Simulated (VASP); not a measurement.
# CoSi (P4/mmm) in VASP: notebook

The runs below take CoSi through single point, with PBE.

All numbers are computed with VASP 6.6.1; they aren't measurements. Logs are shortened: lines on timing, memory, paths and dates and some standing lists are left out, and cuts for length are marked.

### 1 The cell of the first run

The structure is tetragonal, space group P4/mmm (No. 123). The conventional cell has a = 2.689 Å, b = 2.689 Å, c = 2.976 Å, α = 90.00°, β = 90.00°, γ = 90.00°. Within 3.2 Å of Co (site symmetry 4/mmm) lie 8 Si at 2.41 Å and 6 Co at 2.69 to 2.98 Å. Si (site symmetry 4/mmm) has 8 Co at 2.41 Å and 6 Si at 2.69 to 2.98 Å within 3.2 Å.

### 2 Single point, PBE, collinear spin, ferromagnetic start (stretched by +7 % along [0.0, 0.0, 1.0] at fixed volume)

INCAR

```
PREC = Accurate
ENCUT = 520
EDIFF = 1E-6
ISMEAR = -1
SIGMA = 0.1
LREAL = F
LASPH = T
NELM = 150
ALGO = Normal
ISIF = 2
LWAVE = F
LCHARG = T
ISPIN = 2
MAGMOM = 2 0
LORBIT = 11
LMAXMIX = 4
GGA = PE
LELF = T
LVHAR = T
NBANDS = 18
```

KPOINTS

```
Automatic mesh
0
Gamma
  13 13 12
```

POSCAR

```
CoSi
1.0
    2.6888170659      0.0000000000      0.0000000000
    0.0000000000      2.6888170659      0.0000000000
    0.0000000000      0.0000000000      2.9760273800
Co Si
1 1
Direct
    0.0000000000      0.0000000000      0.0000000000
    0.5000000000      0.5000000000      0.5000000000
```

Potentials or basis: VASP PAW PBE potentials, release 64 (Co, Si).

The run is started by

```sh
> cat potpaw_PBE.64/Co/POTCAR potpaw_PBE.64/Si/POTCAR > POTCAR
> mpirun -np 1 vasp_std > vasp.out
```

OUTCAR:

```text
PREC = Accurate
   ENCUT = 520
   EDIFF = 1E-6
   ISMEAR = -1
   LREAL = F
   LASPH = T
   NELM = 150
   ISIF = 2
   ISPIN = 2
   LORBIT = 11
   GGA = PE

 ion  position               nearest neighbor table
   1  0.000  0.000  0.000-   2 2.41   2 2.41   2 2.41   2 2.41   2 2.41   2 2.41   2 2.41   2 2.41

   2  0.500  0.500  0.500-   1 2.41   1 2.41   1 2.41   1 2.41   1 2.41   1 2.41   1 2.41   1 2.41

  LATTYP: Found a simple tetragonal cell.
 ALAT       =     2.6888170659
 C/A-ratio  =     1.1068166064

  Lattice vectors:

 A1 = (   2.6888170659,   0.0000000000,   0.0000000000)
 A2 = (   0.0000000000,   2.6888170659,   0.0000000000)
 A3 = (   0.0000000000,   0.0000000000,   2.9760273800)

Analysis of symmetry for initial positions (statically):
=====================================================================
 Subroutine PRICEL returns:
 Original cell was already a primitive cell.

 Routine SETGRP: Setting up the symmetry group for a
 simple tetragonal supercell.

 Subroutine GETGRP returns: Found 16 space group operations
 (whereof 16 operations were pure point group operations)
 out of a pool of 16 trial point group operations.

The static configuration has the point symmetry D_4h.

Analysis of symmetry for dynamics (positions and initial velocities):
=====================================================================
 Subroutine PRICEL returns:
 Original cell was already a primitive cell.

 Routine SETGRP: Setting up the symmetry group for a
 simple tetragonal supercell.

 Subroutine GETGRP returns: Found 16 space group operations
 (whereof 16 operations were pure point group operations)
 out of a pool of 16 trial point group operations.

The dynamic configuration has the point symmetry D_4h.

Analysis of structural, dynamic, and magnetic symmetry:
=====================================================================
 Subroutine PRICEL returns:
 Original cell was already a primitive cell.

 Routine SETGRP: Setting up the symmetry group for a
 simple tetragonal supercell.

 Subroutine GETGRP returns: Found 16 space group operations
 (whereof 16 operations were pure point group operations)
 out of a pool of 16 trial point group operations.

The overall configuration has the point symmetry D_4h.

 Subroutine INISYM returns: Found 16 space group operations
 (whereof 16 operations are pure point group operations),
 and found     1 'primitive' translations

----------------------------------------------------------------------------------------

                                     Primitive cell

  volume of cell :      21.5159

  direct lattice vectors                    reciprocal lattice vectors
     2.688817066  0.000000000  0.000000000     0.371910761  0.000000000  0.000000000
     0.000000000  2.688817066  0.000000000     0.000000000  0.371910761  0.000000000
     0.000000000  0.000000000  2.976027380     0.000000000  0.000000000  0.336018414

  length of vectors
     2.688817066  2.688817066  2.976027380     0.371910761  0.371910761  0.336018414

  position of ions in fractional coordinates (direct lattice)
     0.000000000  0.000000000  0.000000000
     0.500000000  0.500000000  0.500000000

  ion indices of the primitive-cell ions
   primitive index   ion index
                 1           1
                 2           2

----------------------------------------------------------------------------------------

 KPOINTS: Automatic mesh

Automatic generation of k-mesh.
 Grid dimensions read from file:
 generate k-points for:   13   13   12

 Generating k-lattice:

  Cartesian coordinates                     Fractional coordinates (reciprocal lattice)
     0.028608520  0.000000000  0.000000000     0.076923077  0.000000000  0.000000000
     0.000000000  0.028608520  0.000000000     0.000000000  0.076923077  0.000000000
     0.000000000  0.000000000  0.028001534     0.000000000  0.000000000  0.083333333

  Length of vectors
     0.028608520  0.028608520  0.028001534

  Shift w.r.t. Gamma in fractional coordinates (k-lattice)
     0.000000000  0.000000000  0.000000000

 Subroutine IBZKPT returns following result:
 ===========================================

 Found    196 irreducible k-points:

 Following reciprocal coordinates:
            Coordinates               Weight
  0.000000  0.000000  0.000000      1.000000
  0.076923  0.000000  0.000000      4.000000
  0.153846  0.000000  0.000000      4.000000
  0.230769  0.000000  0.000000      4.000000
  0.307692  0.000000  0.000000      4.000000
  0.384615  0.000000  0.000000      4.000000
[... 16 lines left out ...]
  0.307692  0.307692  0.000000      4.000000
  0.384615  0.307692  0.000000      8.000000
 [... further k-points ...]
   k-points           NKPTS =    196   k-points in BZ     NKDIM =    196   number of bands    NBANDS=     18
   number of dos      NEDOS =    301   number of ions     NIONS =      2
   total plane-waves  NPLWV =   9600
   dimension x,y,z NGX =    20 NGY =   20 NGZ =   24
   dimension x,y,z NGXF=    40 NGYF=   40 NGZF=   48
   ions per type =               1   1
   NGX,Y,Z   is equivalent  to a cutoff of  12.37, 12.37, 13.41 a.u.
   NGXF,Y,Z  is equivalent  to a cutoff of  24.73, 24.73, 26.81 a.u.
 SYSTEM =  unknown system
   PREC   = accura    normal or accurate (medium, high low for compatibility)
   ISTART =      0    job   : 0-new  1-cont  2-samecut
   ICHARG =      2    charge: 1-file 2-atom 10-const
   ISPIN  =      2    spin polarized calculation?
   LNONCOLLINEAR =      F non collinear calculations
   LSORBIT =      F    spin-orbit coupling
   LASPH  =      T    aspherical Exc in radial PAW
   ENCUT  =  520.0 eV  38.22 Ry    6.18 a.u.   5.00  5.00  5.53*2*pi/ulx,y,z
   NELM   =    150;   NELMIN=  2; NELMDL= -5     # of ELM steps
   EDIFF  = 0.1E-05   stopping-criterion for ELM
   LREAL  =      F    real-space projection
   EDIFFG = 0.1E-04   stopping-criterion for IOM
   NSW    =      0    number of steps for IOM
   IBRION =     -1    ionic relax: 0-MD 1-quasi-New 2-CG
   NFREE  =      0    steps in history (QN), initial steepest desc. (CG)
   ISIF   =      2    stress and relaxation
   ISYM   =      2    0-nonsym 1-usesym 2-fastsym
   POTIM  = 0.5000    time-step for ionic-motion
   TEBEG  =    0.0;   TEEND  =   0.0 temperature during run
   PSTRESS=    0.0 pullay stress
   NELECT =      13.0000    total number of electrons
   NUPDOWN=      -1.0000    fix difference up-down
   EMIN   =  10.00;   EMAX   =-10.00  energy-range for DOS
   EFERMI =   0.00;   METHOD = LEGACY
   ISMEAR =    -1;   SIGMA  =   0.10  broadening in eV -4-tet -1-fermi 0-gaus
   EFERMI_NEDOS =   21; number of points for ismear=-14 and -15
   IALGO  =     38    algorithm
   IMIX   =      4    mixing-type and parameters
     AMIX     =   0.40;   BMIX     =  1.00
     AMIX_MAG =   1.60;   BMIX_MAG =  1.00
  volume/ion in A,a.u.               =      10.76        72.60
  Fermi-wavevector in a.u.,A,eV,Ry     =   1.384000  2.615381 26.061367  1.915456
  Thomas-Fermi vector in A             =   2.508545
   LORBIT       =     11    0 simple, 1 ext, 2 COOP (PROOUT), +10 PAW based schemes
   GGA     = PE    functional components
   LHFCALC =     F    Hartree Fock is set to
   AEXX    =    0.0000 exact exchange contribution
   IVDW    =     0    specifies the selected vdW correction
   LEPSILON=     F    determine dielectric tensor
   LRPA    =     F    only Hartree local field effects (RPA)
 spin polarized calculation
  energy-cutoff  :      520.00
  volume of cell :       21.52
 maximum number of plane-waves:       594
 NGX is ok and might be reduce to    20
   NGX =  9   NGY =  9   NGZ = 11

 number of electron      12.9999994 magnetization       0.4115018

 Free energy of the ion-electron system (eV)
  ---------------------------------------------------
  ext. energy  EPLUGINS =         0.00000000
  ---------------------------------------------------
  free energy    TOTEN  =       -13.30749628 eV

  energy without entropy =      -13.26949585  energy(sigma->0) =      -13.28849607

 E-fermi :  12.7557     XC(G=0): -12.9416

 val. band max:       12.7513091483   @ k =   0.4615   0.2308   0.4167
 cond. band min:      12.7655485767   @ k =   0.4615   0.3846   0.4167
 fundamental gap:      0.0142394284
 Fermi energy:        12.7556574421

 spin component 1

 k-point     1 :       0.0000    0.0000    0.0000
  band No.  band energies     occupation
      1      -1.4357      1.00000
      2       8.7244      1.00000
      3       8.7915      1.00000
      4      11.2517      1.00000
      5      11.2517      1.00000
      6      11.5830      0.99999
[... 10 lines left out ...]
     17      35.9278      0.00000
     18      36.0188      0.00000

 k-point     2 :       0.0769    0.0000    0.0000
  band No.  band energies     occupation
      1      -1.3135      1.00000
      2       8.7390      1.00000
      3       8.7963      1.00000
      4      11.0520      1.00000
      5      11.2625      1.00000
      6      11.4964      1.00000
[... 10 lines left out ...]
     17      35.3947      0.00000
     18      36.1894      0.00000

 k-point     3 :       0.1538    0.0000    0.0000
  band No.  band energies     occupation
      1      -0.9494      1.00000
      2       8.5986      1.00000
      3       8.9118      1.00000
      4      10.6349      1.00000
      5      11.2746      1.00000
      6      11.2925      1.00000
[... 10 lines left out ...]
     17      35.2500      0.00000
     18      35.9229      0.00000

 k-point     4 :       0.2308    0.0000    0.0000
  band No.  band energies     occupation
      1      -0.3506      1.00000
      2       8.0984      1.00000
      3       9.0962      1.00000
      4      10.2047      1.00000
      5      10.9970      1.00000
      6      11.3351      1.00000
[... 375 lines left out ...]
      4       9.7530      1.00000
      5       9.9675      1.00000
      6      10.8032      1.00000
[... 10 lines left out ...]
     17      35.8103      0.00000
     18      36.7303      0.00000

 k-point    23 :       0.3077    0.3077    0.0000
  band No.  band energies     occupation
      1       2.2064      1.00000
      2       7.9212      1.00000
      3       8.3562      1.00000
      4      10.0908      1.00000
      5      10.3135      1.00000
      6      10.5086      1.00000
[... 10 lines left out ...]
     17      35.9346      0.00000
     18      37.9098      0.00000

 k-point    24 :       0.3846    0.3077    0.0000
  band No.  band energies     occupation
      1       3.0887      1.00000
      2       7.0510      1.00000
      3       8.6533      1.00000
      4      10.0086      1.00000
      5      10.1833      1.00000
      6      10.4777      1.00000
[... 10 lines left out ...]
     17      34.4759      0.00000
     18      38.5721      0.00000

 [... further k-points ...]

 spin component 2

 k-point     1 :       0.0000    0.0000    0.0000
  band No.  band energies     occupation
      1      -1.4346      1.00000
      2       9.0811      1.00000
      3       9.3631      1.00000
      4      11.5429      0.99999
      5      11.5429      0.99999
      6      11.8296      0.99990
[... 10 lines left out ...]
     17      35.9998      0.00000
     18      36.0377      0.00000

 k-point     2 :       0.0769    0.0000    0.0000
  band No.  band energies     occupation
      1      -1.3124      1.00000
      2       9.1077      1.00000
      3       9.3397      1.00000
      4      11.3190      1.00000
      5      11.5542      0.99999
      6      11.7385      0.99996
[... 10 lines left out ...]
     17      35.3801      0.00000
     18      36.2137      0.00000

 k-point     3 :       0.1538    0.0000    0.0000
  band No.  band energies     occupation
      1      -0.9482      1.00000
      2       8.9963      1.00000
      3       9.3628      1.00000
      4      10.8728      1.00000
      5      11.5068      1.00000
      6      11.5855      0.99999
[... 10 lines left out ...]
     17      35.3004      0.00000
     18      35.9214      0.00000

 k-point     4 :       0.2308    0.0000    0.0000
  band No.  band energies     occupation
      1      -0.3492      1.00000
      2       8.3720      1.00000
      3       9.5472      1.00000
      4      10.4263      1.00000
      5      11.2190      1.00000
      6      11.6299      0.99999
[... 375 lines left out ...]
      4       9.9759      1.00000
      5      10.4140      1.00000
      6      11.0740      1.00000
[... 10 lines left out ...]
     17      35.8774      0.00000
     18      36.7764      0.00000

 k-point    23 :       0.3077    0.3077    0.0000
  band No.  band energies     occupation
      1       2.2100      1.00000
      2       8.0553      1.00000
      3       8.5203      1.00000
      4      10.3193      1.00000
      5      10.6789      1.00000
      6      10.7711      1.00000
[... 10 lines left out ...]
     17      35.9954      0.00000
     18      37.9639      0.00000

 k-point    24 :       0.3846    0.3077    0.0000
  band No.  band energies     occupation
      1       3.0947      1.00000
      2       7.1333      1.00000
      3       8.7888      1.00000
      4      10.2411      1.00000
      5      10.5535      1.00000
      6      10.7373      1.00000
[... 10 lines left out ...]
     17      34.5402      0.00000
     18      38.7149      0.00000

 [... further k-points ...]
[... 5 lines left out ...]
  --------------------------------------------------------------------------------------
  -------------------------------------------------------------------------------------
  Total        0.0654567      0.0654567     -0.0654624      0.0000000     -0.0000000      0.0000000
  in kB        4.8742216      4.8742216     -4.8746431      0.0000000     -0.0000000      0.0000000
  external PRESSURE =       1.6246000 kB  Pullay stress =       0.0000000 kB

 VOLUME and BASIS-vectors are now :
 -----------------------------------------------------------------------------
  energy-cutoff  :      520.00
  volume of cell :       21.52
      direct lattice vectors                 reciprocal lattice vectors
     2.688817066  0.000000000  0.000000000     0.371910761  0.000000000  0.000000000
     0.000000000  2.688817066  0.000000000     0.000000000  0.371910761  0.000000000
     0.000000000  0.000000000  2.976027380     0.000000000  0.000000000  0.336018414

 POSITION                                       TOTAL-FORCE (eV/Angst)
 -----------------------------------------------------------------------------------
      0.00000      0.00000      0.00000         0.000000      0.000000      0.000000
      1.34441      1.34441      1.48801         0.000000      0.000000      0.000000
 -----------------------------------------------------------------------------------
    total drift:                               -0.000000      0.000000     -0.000000

  FREE ENERGIE OF THE ION-ELECTRON SYSTEM (eV)
  ---------------------------------------------------
  free  energy   TOTEN  =       -13.3074962824 eV

  energy  without entropy=      -13.2694958539  energy(sigma->0) =      -13.28849607

 total charge

# of ion       s       p       d       tot
------------------------------------------
    1        0.443   0.587   7.577   8.607
    2        0.707   0.868   0.000   1.575
--------------------------------------------------
tot          1.150   1.455   7.577  10.182

 magnetization (x)

# of ion       s       p       d       tot
------------------------------------------
    1        0.002  -0.002   0.419   0.419
    2        0.001   0.006   0.000   0.007
--------------------------------------------------
tot          0.003   0.005   0.419   0.426
```

It took 99 s on 1 thread of AMD EPYC 7R13 (Zen 3), shared host; peak memory 0.19 GiB.

What came out:

```yaml
Free_energy: -13.3075 eV
Pressure: 0.2 GPa
Net_moment: 0.41 μB per cell
Site_moments: Co +0.42; Si +0.01 μB
Valence_electrons_inside_the_program's_atomic_spheres: Co 8.61; Si 1.57
```

Levels at points of the mesh, in eV from the Fermi level:
Spin up:
| k point | band 4 | band 5 | band 6 | band 7 | band 8 | band 9 | band 10 | band 11 |
| --- | --- | --- | --- | --- | --- | --- | --- | --- |
| (0.00, 0.00, 0.00) | -1.50 | -1.50 | -1.17 | 0.88 | 4.28 | 4.28 | 6.87 | 7.66 |
| (0.00, 0.00, 0.50) | -2.39 | -2.39 | -1.09 | -1.07 | 6.73 | 8.43 | 8.43 | 10.58 |
Spin down:
| k point | band 3 | band 4 | band 5 | band 6 | band 7 | band 8 | band 9 | band 10 |
| --- | --- | --- | --- | --- | --- | --- | --- | --- |
| (0.00, 0.00, 0.00) | -3.39 | -1.21 | -1.21 | -0.93 | 0.87 | 4.29 | 4.29 | 7.07 |
| (0.00, 0.00, 0.50) | -2.80 | -2.14 | -2.14 | -0.84 | -0.54 | 6.73 | 8.50 | 8.50 |

### 3 Single point, PBE, collinear spin, ferromagnetic start (stretched by +7 % along [0.0, 0.0, 1.0] at fixed volume)

INCAR

```
SYSTEM = CoSi
  PREC = Accurate
  ENCUT = 520
  EDIFF = 1E-7
  ISMEAR = -1
  SIGMA = 0.1
  LREAL = .False.
  LASPH = .True.
  NELM = 150
  ALGO = Normal
  ISIF = 2
  LWAVE = .False.
  LCHARG = .False.
  ISPIN = 2
  MAGMOM = 0.4 0
  LORBIT = 11
  LMAXMIX = 4
  GGA = PE
  NBANDS = 18
```

KPOINTS

```
regular mesh
0
Gamma
  13 13 12
  0 0 0
```

POSCAR is that of step 2.

Potentials or basis: VASP PAW PBE potentials, release 64 (Co, Si).

The run is started by

```sh
> cat potpaw_PBE.64/Co/POTCAR potpaw_PBE.64/Si/POTCAR > POTCAR
> mpirun -np 1 vasp_std > vasp.out
```

Wall time 1.9 min (1 thread of AMD EPYC 7R13 (Zen 3), shared host); peak memory 0.2 GiB.

Results (log left out):

```
Free energy                                           : -13.3075 eV
Pressure                                              : 0.1 GPa
Net moment                                            : 0.41 μB per cell
Site moments                                          : Co +0.42; Si +0.01 μB
Valence electrons inside the program's atomic spheres : Co 8.61; Si 1.57
```

Stress tensor (GPa, compression positive):
```
 0.46  0.00  0.00
 0.00  0.46  0.00
 0.00  0.00 -0.52
```

Levels at points of the mesh, in eV from the Fermi level:
Spin up:
| k point | band 4 | band 5 | band 6 | band 7 | band 8 | band 9 | band 10 | band 11 |
| --- | --- | --- | --- | --- | --- | --- | --- | --- |
| (0.00, 0.00, 0.00) | -1.50 | -1.50 | -1.17 | 0.88 | 4.28 | 4.28 | 6.87 | 7.66 |
| (0.00, 0.00, 0.50) | -2.39 | -2.39 | -1.09 | -1.07 | 6.73 | 8.43 | 8.43 | 10.58 |
Spin down:
| k point | band 3 | band 4 | band 5 | band 6 | band 7 | band 8 | band 9 | band 10 |
| --- | --- | --- | --- | --- | --- | --- | --- | --- |
| (0.00, 0.00, 0.00) | -3.39 | -1.21 | -1.21 | -0.93 | 0.87 | 4.29 | 4.29 | 7.07 |
| (0.00, 0.00, 0.50) | -2.80 | -2.14 | -2.14 | -0.84 | -0.54 | 6.73 | 8.50 | 8.50 |
